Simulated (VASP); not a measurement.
Input of a VASP 6.6.1 run:

Contents of INCAR:

```
SYSTEM = BaTiO3
PREC = Accurate
ENCUT = 520
EDIFF = 1E-7
ISMEAR = 0
SIGMA = 0.02
LREAL = .FALSE.
LASPH = .TRUE.
NELM = 60
ALGO = Normal
ISIF = 2
LWAVE = .FALSE.
LCHARG = .FALSE.
GGA = PE
NBANDS = 28
```

The input KPOINTS:

```
Automatic mesh
0
G
  8 8 6
  0 0 0
```

The input POSCAR:

```
BaTiO3
1.0
    3.9854497974      0.0000000000      0.0000000000
    0.0000000000      3.9854497974      0.0000000000
    0.0000000000      0.0000000000      4.2634898843
Ba Ti O
1 1 3
Direct
    0.5000000000      0.5000000000      0.5957054886
    0.0000000000      0.0000000000      0.1118345512
    0.0000000000      0.5000000000      0.0588265530
    0.5000000000      0.0000000000      0.0588265530
    0.0000000000      0.0000000000      0.5348038440
```

Potentials or basis: VASP PAW PBE potentials, release 64 (Ba_sv, Ti_sv, O).

Launch:

```console
$ cat potpaw_PBE.64/Ba_sv/POTCAR potpaw_PBE.64/Ti_sv/POTCAR potpaw_PBE.64/O/POTCAR > POTCAR
$ mpirun -np 1 vasp_std > vasp.out
```

(1) What does it give for the pressure?

(2) Predict the largest force.

(3) What does it give for the band gap on the k mesh?

Answers

(1) 0.4 GPa.

(2) 0.088 eV/Å.

(3) 1.79 eV, indirect (least direct gap 2.39 eV).

Caveat: the cell differs from its parent crystal (strain along c alone, the other axes held: +1.5 %, then relaxed in part); spin-orbit coupling is left out, which moves the levels of the heavy elements.
